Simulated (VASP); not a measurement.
Here is a VASP 6.6.1 calculation.

INCAR

```
SYSTEM = BaTiO3
PREC = Accurate ; ENCUT = 520
EDIFF = 1E-6 ; ISMEAR = -1
SIGMA = 0.08 ; LREAL = .FALSE.
LASPH = .TRUE. ; NELM = 100
ALGO = Normal ; ISIF = 2
LWAVE = .FALSE. ; LCHARG = .FALSE.
GGA = PE ; NBANDS = 28
```

Contents of KPOINTS:

```
regular mesh
0
G
  7 7 7
  0 0 0
```

POSCAR

```
BaTiO3
1.0
    4.0797960000      0.0000000000      0.0000000000
    0.0000000000      4.0797960000      0.0000000000
    0.0000000000      0.0000000000      4.0180000000
Ba Ti O
1 1 3
Direct
    0.0000000000      0.0000000000      0.0000000000
    0.5000000000      0.5000000000      0.4820000000
    0.5000000000      0.5000000000      0.0160000000
    0.5000000000      0.0000000000      0.5150000000
    0.0000000000      0.5000000000      0.5150000000
```

Potentials or basis: VASP PAW PBE potentials, release 64 (Ba_sv, Ti_sv, O).

Run with:

```console
$ cat potpaw_PBE.64/Ba_sv/POTCAR potpaw_PBE.64/Ti_sv/POTCAR potpaw_PBE.64/O/POTCAR > POTCAR
$ mpirun -np 1 vasp_std > vasp.out
```

(1) What does it give for the largest force?

(2) What does it give for the band gap on the k mesh?

Results:

(1) 0.396 eV/Å.

(2) 1.78 eV, indirect (least direct gap 2.02 eV).

Caveat: the cell differs from its parent crystal (equal xx and yy strain of +2 %); spin-orbit coupling is left out, which moves the levels of the heavy elements.
